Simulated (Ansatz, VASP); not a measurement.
## One calculation of Ni, two programs

```
CELL_PARAMETERS angstrom
2.45842 0.00000 0.00000
-1.22921 2.12905 0.00000
0.00000 0.00000 8.06260
ATOMIC_POSITIONS crystal
Ni 0.00000 0.00000 0.00000
Ni 0.00000 0.00000 0.50000
Ni 0.33333 0.66667 0.25000
Ni 0.66667 0.33333 0.75000
```

Alike in both runs: task single point; functional r2SCAN; k mesh 16 × 16 × 5; occupations fermi-dirac, width 0.05 eV; collinear spin.

```csv
,VASP,Ansatz
version,VASP 6.6.1,Ansatz 0.2.0
potentials or method,"VASP PAW PBE potentials, release 64 (Ni), cutoff 660 eV","plane waves (500 eV) with PAW, scalar-relativistic"
valence electrons in the cell,40,72
```

```tsv
	VASP	Ansatz	Ansatz less VASP
pressure (GPa)	0.2	0.0	-0.21
traceless stress, the component that is largest in VASP (GPa)	0.02	0.12	+0.099
net moment per atom (μB)	0.73	0.75	+0.016
size of the moment on the site where the two differ most (μB)	0.74	0.80	+0.065
```

VASP's potentials were made for PBE, not for r2SCAN. Site moments also hang on the region over which each program counts them. The functional is the same, so the differences come from potentials, cutoffs and numerics. VASP's potentials hold 40 valence electrons a cell and Ansatz's 72, so a difference there can come from the potentials and not from the codes. Ansatz's warnings: stability check not made.
